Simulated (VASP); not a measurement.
Runs of VASP 6.6.1 on TiH. The structure is tetragonal, space group P4_2/mmc (No. 131). The conventional cell has a = 2.947 Å, b = 2.947 Å, c = 4.568 Å, α = 90.00°, β = 90.00°, γ = 90.00°. Ti (site symmetry mmm) has 4 H at 1.86 Å within 2.5 Å. H (site symmetry -4m2) has 4 Ti at 1.86 Å and 2 H at 2.28 Å within 2.5 Å. 

```tsv
k mesh	gap on the mesh (eV)	pressure (GPa)
9 × 9 × 6	none	-3.1
8 × 8 × 5	none	-3.1
4 × 4 × 2	none	(a)
5 × 5 × 3	none	-3.3
3 × 3 × 2	none	-3.1
6 × 6 × 4	none	-3.1
```

Alike in all rows: task single point; level PBEsol; potentials or basis VASP PAW PBE potentials, release 64 (Ti_sv, H); no spin polarisation; cell as given; cutoff (eV) 520; smearing fermi-dirac 0.1 eV.

**Question.** Estimate the missing entries.

**Answer.** (a) -2.9.

Caveats: some runs use coarse meshes; the PAW data sets were made with another functional, which shifts forces and pressure a little.

A gap of «none» marks levels without a gap at the run's occupations.
